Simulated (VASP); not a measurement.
Write the native input for VASP 6.6.1 that does the following.

| Property | Result |
| --- | --- |
| Task | single point |
| Functional | PBE |
| Potentials or basis | VASP PAW PBE potentials, release 64 (Eu) |
| Cutoff | 520 eV |
| k mesh | 14 × 14 × 14 |
| Occupations | gaussian, width 0.05 eV |
| Spin | collinear spin, ferromagnetic start |
| Starting moments | [7.7] μB |
| Dipole correction | no |
| Further INCAR settings | ALGO = Fast; EDIFF = 1e-06; NBANDS = 18 |

The structure of Eu lies in POSCAR:

```
Eu
1.0
   -2.2198751146      2.2198751146      2.2198751146
    2.2198751146     -2.2198751146      2.2198751146
    2.2198751146      2.2198751146     -2.2198751146
Eu
1
Direct
    0.0000000000      0.0000000000      0.0000000000
```

One way to write it, as run:

INCAR

```
  PREC = Accurate
  ENCUT = 520
  EDIFF = 1E-6
  ISMEAR = 0
  SIGMA = 0.05
  LREAL = False
  LASPH = True
  NELM = 150
  ALGO = Fast
  ISIF = 2
  LWAVE = False
  LCHARG = False
  ISPIN = 2
  MAGMOM = 7.7
  LORBIT = 11
  LMAXMIX = 6
  GGA = PE
  NBANDS = 18
```

KPOINTS

```
regular mesh
0
Gamma
  14 14 14
```

Potentials or basis: VASP PAW PBE potentials, release 64 (Eu).

Command:

```bash
$ cat potpaw_PBE.64/Eu/POTCAR > POTCAR
$ mpirun -np 1 vasp_std > vasp.out
```

It gave:

```
Pressure                                              : -0.8 GPa
Net moment                                            : 7.25 μB per cell
Site moments                                          : Eu +6.67 μB
Valence electrons inside the program's atomic spheres : Eu 14.73
```

Wall time 9.4 min on 1 thread of Oxide Virtual Turin-like Processor (shared host), peak memory 0.27 GiB.
